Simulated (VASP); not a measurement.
# Ti (I4/mmm) in VASP: a series of runs

The runs below take Ti through single point, with PBEsol.

All numbers are computed with VASP 6.6.1; they aren't measurements. Logs are shortened: lines on timing, memory, paths and dates and some standing lists are left out, and cuts for length are marked.

## (1) The cell of the first run

Symmetry: I4/mmm, No. 139, tetragonal system. Conventional cell: a = 3.545 Å, b = 3.545 Å, c = 3.413 Å, α = 90.00°, β = 90.00°, γ = 90.00°. Ti (site symmetry 4/mmm) has 14 Ti at 3.03 to 3.54 Å within 4.0 Å.

## (2) Single point, PBEsol (strain +0.080 along x and y, +0.040 along z)

INCAR

```
SYSTEM = Ti
  ALGO = Fast
  EDIFF = 1E-6
  ENCUT = 520
  GGA = PS
  ISIF = 2
  ISMEAR = 0
  LASPH = .True.
  LCHARG = .True.
  LELF = .True.
  LREAL = .False.
  LVHAR = .True.
  LWAVE = .False.
  NBANDS = 12
  NELM = 60
  PREC = Accurate
  SIGMA = 0.15
```

KPOINTS

```
k-points
0
Gamma
  20 20 20
  0 0 0
```

POSCAR

```
Ti
1.0
   -1.7722800000      1.7722800000      1.7066400000
    1.7722800000     -1.7722800000      1.7066400000
    1.7722800000      1.7722800000     -1.7066400000
Ti
1
Direct
    0.0000000000      0.0000000000      0.0000000000
```

Potentials or basis: VASP PAW PBE potentials, release 64 (Ti_sv).

Started as:

```sh
cat potpaw_PBE.64/Ti_sv/POTCAR > POTCAR
mpirun -np 1 vasp_std > vasp.out
```

OUTCAR:

```text
SYSTEM = Ti
   EDIFF = 1E-6
   ENCUT = 520
   GGA = PS
   ISIF = 2
   ISMEAR = 0
   LASPH = .True.
   LREAL = .False.
   NELM = 60
   PREC = Accurate

 ion  position               nearest neighbor table
   1  0.000  0.000  0.000-

  LATTYP: Found a body centered tetragonal cell.
 ALAT       =     3.5445600000
 C/A-ratio  =     0.9629629630

  Lattice vectors:

 A1 = (  -1.7722800000,   1.7722800000,   1.7066400000)
 A2 = (   1.7722800000,  -1.7722800000,   1.7066400000)
 A3 = (   1.7722800000,   1.7722800000,  -1.7066400000)

Analysis of symmetry for initial positions (statically):
=====================================================================
 Subroutine PRICEL returns:
 Original cell was already a primitive cell.

 Routine SETGRP: Setting up the symmetry group for a
 body centered tetragonal supercell.

 Subroutine GETGRP returns: Found 16 space group operations
 (whereof 16 operations were pure point group operations)
 out of a pool of 16 trial point group operations.

The static configuration has the point symmetry D_4h.

Analysis of symmetry for dynamics (positions and initial velocities):
=====================================================================
 Subroutine PRICEL returns:
 Original cell was already a primitive cell.

 Routine SETGRP: Setting up the symmetry group for a
 body centered tetragonal supercell.

 Subroutine GETGRP returns: Found 16 space group operations
 (whereof 16 operations were pure point group operations)
 out of a pool of 16 trial point group operations.

The dynamic configuration has the point symmetry D_4h.

 Subroutine INISYM returns: Found 16 space group operations
 (whereof 16 operations are pure point group operations),
 and found     1 'primitive' translations

----------------------------------------------------------------------------------------

                                     Primitive cell

  volume of cell :      21.4421

  direct lattice vectors                    reciprocal lattice vectors
    -1.772280000  1.772280000  1.706640000     0.000000000  0.282122464  0.292973328
     1.772280000 -1.772280000  1.706640000     0.282122464  0.000000000  0.292973328
     1.772280000  1.772280000 -1.706640000     0.282122464  0.282122464  0.000000000

  length of vectors
     3.032255412  3.032255412  3.032255412     0.406726512  0.406726512  0.398981414

  position of ions in fractional coordinates (direct lattice)
     0.000000000  0.000000000  0.000000000

  ion indices of the primitive-cell ions
   primitive index   ion index
                 1           1

----------------------------------------------------------------------------------------

 KPOINTS: k-points

Automatic generation of k-mesh.
 Grid dimensions read from file:
 generate k-points for:   20   20   20

 Generating k-lattice:

  Cartesian coordinates                     Fractional coordinates (reciprocal lattice)
     0.000000000  0.014106123  0.014648666     0.050000000 -0.000000000  0.000000000
     0.014106123  0.000000000  0.014648666    -0.000000000  0.050000000  0.000000000
     0.014106123  0.014106123  0.000000000     0.000000000  0.000000000  0.050000000

  Length of vectors
     0.020336326  0.020336326  0.019949071

  Shift w.r.t. Gamma in fractional coordinates (k-lattice)
     0.000000000  0.000000000  0.000000000

 Subroutine IBZKPT returns following result:
 ===========================================

 Found    641 irreducible k-points:

 Following reciprocal coordinates:
            Coordinates               Weight
  0.000000  0.000000  0.000000      1.000000
  0.050000  0.000000  0.000000      8.000000
  0.100000  0.000000 -0.000000      8.000000
  0.150000  0.000000  0.000000      8.000000
  0.200000  0.000000 -0.000000      8.000000
  0.250000  0.000000  0.000000      8.000000
[... 16 lines left out ...]
 -0.400000  0.050000  0.000000     16.000000
 -0.350000  0.050000  0.000000     16.000000
 [... further k-points ...]
   k-points           NKPTS =    641   k-points in BZ     NKDIM =    641   number of bands    NBANDS=     12
   number of dos      NEDOS =    301   number of ions     NIONS =      1
   total plane-waves  NPLWV =  13824
   dimension x,y,z NGX =    24 NGY =   24 NGZ =   24
   dimension x,y,z NGXF=    48 NGYF=   48 NGZF=   48
   ions per type =               1
   NGX,Y,Z   is equivalent  to a cutoff of  13.16, 13.16, 13.16 a.u.
   NGXF,Y,Z  is equivalent  to a cutoff of  26.32, 26.32, 26.32 a.u.
 SYSTEM =  Ti
   PREC   = accura    normal or accurate (medium, high low for compatibility)
   ISTART =      0    job   : 0-new  1-cont  2-samecut
   ICHARG =      2    charge: 1-file 2-atom 10-const
   ISPIN  =      1    spin polarized calculation?
   LNONCOLLINEAR =      F non collinear calculations
   LSORBIT =      F    spin-orbit coupling
   LASPH  =      T    aspherical Exc in radial PAW
   ENCUT  =  520.0 eV  38.22 Ry    6.18 a.u.   5.64  5.64  5.64*2*pi/ulx,y,z
   NELM   =     60;   NELMIN=  2; NELMDL= -5     # of ELM steps
   EDIFF  = 0.1E-05   stopping-criterion for ELM
   LREAL  =      F    real-space projection
   EDIFFG = 0.1E-04   stopping-criterion for IOM
   NSW    =      0    number of steps for IOM
   IBRION =     -1    ionic relax: 0-MD 1-quasi-New 2-CG
   NFREE  =      0    steps in history (QN), initial steepest desc. (CG)
   ISIF   =      2    stress and relaxation
   ISYM   =      2    0-nonsym 1-usesym 2-fastsym
   POTIM  = 0.5000    time-step for ionic-motion
   TEBEG  =    0.0;   TEEND  =   0.0 temperature during run
   PSTRESS=    0.0 pullay stress
   NELECT =      12.0000    total number of electrons
   NUPDOWN=      -1.0000    fix difference up-down
   EMIN   =  10.00;   EMAX   =-10.00  energy-range for DOS
   EFERMI =   0.00;   METHOD = LEGACY
   ISMEAR =     0;   SIGMA  =   0.15  broadening in eV -4-tet -1-fermi 0-gaus
   EFERMI_NEDOS =   21; number of points for ismear=-14 and -15
   IALGO  =     68    algorithm
   IMIX   =      4    mixing-type and parameters
     AMIX     =   0.40;   BMIX     =  1.00
     AMIX_MAG =   1.60;   BMIX_MAG =  1.00
  volume/ion in A,a.u.               =      21.44       144.70
  Fermi-wavevector in a.u.,A,eV,Ry     =   1.349107  2.549442 24.763822  1.820090
  Thomas-Fermi vector in A             =   2.476721
   LORBIT       =      0    0 simple, 1 ext, 2 COOP (PROOUT), +10 PAW based schemes
   GGA     = PS    functional components
   LHFCALC =     F    Hartree Fock is set to
   AEXX    =    0.0000 exact exchange contribution
   IVDW    =     0    specifies the selected vdW correction
   LEPSILON=     F    determine dielectric tensor
   LRPA    =     F    only Hartree local field effects (RPA)
 non-spin polarized calculation
 RMM-DIIS sequential band-by-band and
 Gauss-broadening in eV      SIGMA  =   0.15
  energy-cutoff  :      520.00
  volume of cell :       21.44
 maximum number of plane-waves:       593
   NGX = 11   NGY = 11   NGZ = 11

 number of electron      12.0000002 magnetization

 Free energy of the ion-electron system (eV)
  ---------------------------------------------------
  ext. energy  EPLUGINS =         0.00000000
  ---------------------------------------------------
  free energy    TOTEN  =        -7.90320174 eV

  energy without entropy =       -7.86786629  energy(sigma->0) =       -7.88553401

 E-fermi :   5.9654     XC(G=0): -10.6633

 val. band max:        5.9651935895   @ k =  -0.4000  -0.4500   0.0500
 cond. band min:       5.9659957436   @ k =   0.4000   0.4000   0.0500
 fundamental gap:      0.0008021541
 Fermi energy:         5.9654076901

 k-point     1 :       0.0000    0.0000    0.0000
  band No.  band energies     occupation
      1     -50.7724      2.00000
      2     -26.9032      2.00000
      3     -26.8972      2.00000
      4     -26.8972      2.00000
      5       0.5173      2.00000
      6       6.6108      0.00000
      7       6.8171      0.00000
      8       6.8171      0.00000
      9       7.9705      0.00000
     10       8.2089      0.00000
     11      21.7168      0.00000
     12      21.7168      0.00000

 k-point     2 :       0.0500    0.0000    0.0000
  band No.  band energies     occupation
      1     -50.7710      2.00000
      2     -26.9097      2.00000
      3     -26.9000      2.00000
      4     -26.8992      2.00000
      5       0.5894      2.00000
      6       6.6152      0.00000
      7       6.8082      0.00000
      8       6.8299      0.00000
      9       7.9672      0.00000
     10       8.1840      0.00000
     11      21.6161      0.00000
     12      21.7590      0.00000

 k-point     3 :       0.1000    0.0000   -0.0000
  band No.  band energies     occupation
      1     -50.7670      2.00000
      2     -26.9334      2.00000
      3     -26.9081      2.00000
      4     -26.9002      2.00000
      5       0.8027      2.00000
      6       6.5720      0.00000
      7       6.7728      0.00000
      8       6.9268      0.00000
      9       7.9528      0.00000
     10       8.1322      0.00000
     11      21.1736      0.00000
     12      21.8508      0.00000
[... 286 lines left out ...]
 k-point    23 :      -0.4000    0.0500    0.0000
  band No.  band energies     occupation
      1     -50.7243      2.00000
      2     -27.1857      2.00000
      3     -26.9960      2.00000
      4     -26.9069      2.00000
      5       3.5422      2.00000
      6       5.7776      1.92333
      7       6.2126      0.01975
      8       8.0674      0.00000
      9       8.2937      0.00000
     10       8.8002      0.00000
     11      14.4113      0.00000
     12      18.2869      0.00000

 k-point    24 :      -0.3500    0.0500    0.0000
  band No.  band energies     occupation
      1     -50.7314      2.00000
      2     -27.1450      2.00000
      3     -26.9811      2.00000
      4     -26.9061      2.00000
      5       3.0547      2.00000
      6       5.9020      1.45017
      7       6.1755      0.04766
      8       8.0072      0.00000
      9       8.2283      0.00000
     10       8.4345      0.00000
     11      15.6563      0.00000
     12      18.7764      0.00000

 [... further k-points ...]

------------------------ aborting loop because EDIFF is reached ----------------------------------------

  FORCE on cell =-STRESS in cart. coord.  units (eV):
  Direction    XX          YY          ZZ          XY          YZ          ZX
  --------------------------------------------------------------------------------------
  -------------------------------------------------------------------------------------
  Total       -2.4294942     -2.4294942     -2.5857606      0.0000000      0.0000000      0.0000000
  in kB     -181.5347865   -181.5347865   -193.2112049      0.0000000      0.0000000      0.0000000
  external PRESSURE =    -185.4269259 kB  Pullay stress =       0.0000000 kB

 VOLUME and BASIS-vectors are now :
 -----------------------------------------------------------------------------
  energy-cutoff  :      520.00
  volume of cell :       21.44
      direct lattice vectors                 reciprocal lattice vectors
    -1.772280000  1.772280000  1.706640000     0.000000000  0.282122464  0.292973328
     1.772280000 -1.772280000  1.706640000     0.282122464  0.000000000  0.292973328
     1.772280000  1.772280000 -1.706640000     0.282122464  0.282122464  0.000000000

 POSITION                                       TOTAL-FORCE (eV/Angst)
 -----------------------------------------------------------------------------------
      0.00000      0.00000      0.00000         0.000000      0.000000      0.000000
 -----------------------------------------------------------------------------------
    total drift:                                0.000000      0.000000     -0.000000

  FREE ENERGIE OF THE ION-ELECTRON SYSTEM (eV)
  ---------------------------------------------------
  free  energy   TOTEN  =        -7.9032017401 eV

  energy  without entropy=       -7.8678662872  energy(sigma->0) =       -7.88553401
```

It took 4.3 min on 1 thread of Intel Xeon 8259CL, shared host; peak memory 0.27 GiB.

What came out:

```
Free energy            : -7.9032 eV
Pressure               : -18.5 GPa
Band gap on the k mesh : zero (bands 6 and 7 overlap by 1.30 eV)
```

Stress tensor (GPa, compression positive):
```
-18.15   0.00   0.00
  0.00 -18.15   0.00
  0.00   0.00 -19.32
```

Levels at points of the mesh, in eV from the Fermi level:
```
           k point  band 4  band 5  band 6  band 7  band 8  band 9
(0.00, 0.00, 0.00)  -32.86   -5.45    0.65    0.85    0.85    2.01
(0.50, 0.00, 0.00)  -32.87   -2.00   -0.33    0.75    2.12    2.43
(0.50, 0.50, 0.00)  -32.86   -2.03   -0.08    0.54    1.93    2.29
(0.50, 0.50, 0.50)  -33.09   -1.54   -1.48    2.96    2.96    3.02
```

Caveat: the cell differs from its parent crystal (strain +0.080 along x and y, +0.040 along z); the cell stands under tension; the PAW data sets were made with another functional, which shifts forces and pressure a little.

## (3) Single point, PBEsol (strain -0.080 along x and y, -0.040 along z)

INCAR

```
SYSTEM = Ti
PREC = Accurate ; ENCUT = 520
EDIFF = 1E-7 ; ISMEAR = 0
SIGMA = 0.15 ; LREAL = .FALSE.
LASPH = .TRUE. ; NELM = 80
ALGO = Normal ; ISIF = 2
LWAVE = .FALSE. ; LCHARG = .FALSE.
GGA = PS ; NBANDS = 12
```

KPOINTS

```
Automatic mesh
0
G
  20 20 20
  0 0 0
```

POSCAR

```
Ti
1.0
   -1.5097200000      1.5097200000      1.5753600000
    1.5097200000     -1.5097200000      1.5753600000
    1.5097200000      1.5097200000     -1.5753600000
Ti
1
Direct
    0.0000000000      0.0000000000      0.0000000000
```

Potentials or basis: VASP PAW PBE potentials, release 64 (Ti_sv).

Started as:

```sh
cat potpaw_PBE.64/Ti_sv/POTCAR > POTCAR
mpirun -np 1 vasp_std > vasp.out
```

Run time: 2.3 min. Hardware: 1 thread of Intel Xeon 8259CL, shared host; peak memory 0.22 GiB.

It converged, with:

| Quantity | Value |
| --- | --- |
| Free energy | -8.1288 eV |
| Pressure | 19.5 GPa |
| Band gap on the k mesh | zero (bands 6 and 7 overlap by 1.85 eV) |

Stress tensor (GPa, compression positive):
```
19.50  0.00  0.00
 0.00 19.50  0.00
 0.00  0.00 19.59
```

Levels at points of the mesh, in eV from the Fermi level:
| k point | band 3 | band 4 | band 5 | band 6 | band 7 | band 8 | band 9 | band 10 |
| --- | --- | --- | --- | --- | --- | --- | --- | --- |
| (0.00, 0.00, 0.00) | -31.62 | -31.62 | -6.30 | 1.01 | 1.01 | 1.39 | 3.12 | 3.56 |
| (0.50, 0.00, 0.00) | -31.98 | -31.62 | -2.97 | -0.50 | 1.78 | 3.16 | 3.86 | 5.37 |
| (0.50, 0.50, 0.00) | -32.02 | -31.66 | -3.01 | -0.95 | 2.13 | 3.68 | 3.98 | 5.44 |
| (0.50, 0.50, 0.50) | -32.40 | -32.40 | -2.92 | -2.77 | 4.87 | 4.97 | 4.97 | 9.22 |

Caveat: the cell differs from its parent crystal (strain -0.080 along x and y, -0.040 along z); the cell stands under pressure; the PAW data sets were made with another functional, which shifts forces and pressure a little.
